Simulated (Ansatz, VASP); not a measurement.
**Zn4SeO3 in VASP and in Ansatz**

```
Zn Se O
1.0
     4.52440    0.00000    0.00000
     0.00000    4.52440    0.00000
     0.00000    0.00000    7.63496
Zn Se O
4 1 3
Direct
  0.50000 0.00000 0.50000
  0.00000 0.50000 0.50000
  0.50000 0.50000 0.00000
  0.00000 0.00000 0.50000
  0.00000 0.00000 0.00000
  0.50000 0.50000 0.50000
  0.00000 0.00000 0.74103
  0.00000 0.00000 0.25897
```

Alike in both runs: functional PBE; k mesh 3 × 3 × 2; occupations gaussian, width 0.15 eV; no spin polarisation.

Ansatz relaxed the structure, and its values are those at the end. VASP's run is a single point on that final structure, the one shown.

```csv
,VASP,Ansatz
version,VASP 6.6.1,Ansatz 0.2.0
potentials or method,"VASP PAW PBE potentials, release 64 (Zn, Se, O), cutoff 520 eV","scalar-relativistic, plane waves, PAW"
valence electrons in the cell,72,82
```

|  | VASP | Ansatz | Ansatz less VASP |
| --- | --- | --- | --- |
| gap on the k mesh at the Fermi level (eV) | none | none | - |
| pressure (GPa) | 0.8 | 0.4 | -0.33 |
| rms of the force components (eV/Å) | 0.033 | 0.004 | -0.0295 |

A gap of «none» marks a metal or a gap that the smearing closes. VASP's potentials hold 72 valence electrons a cell and Ansatz's 82, so a difference there can come from the potentials and not from the codes.

The k mesh is coarse, so the values compare programs but aren't converged.
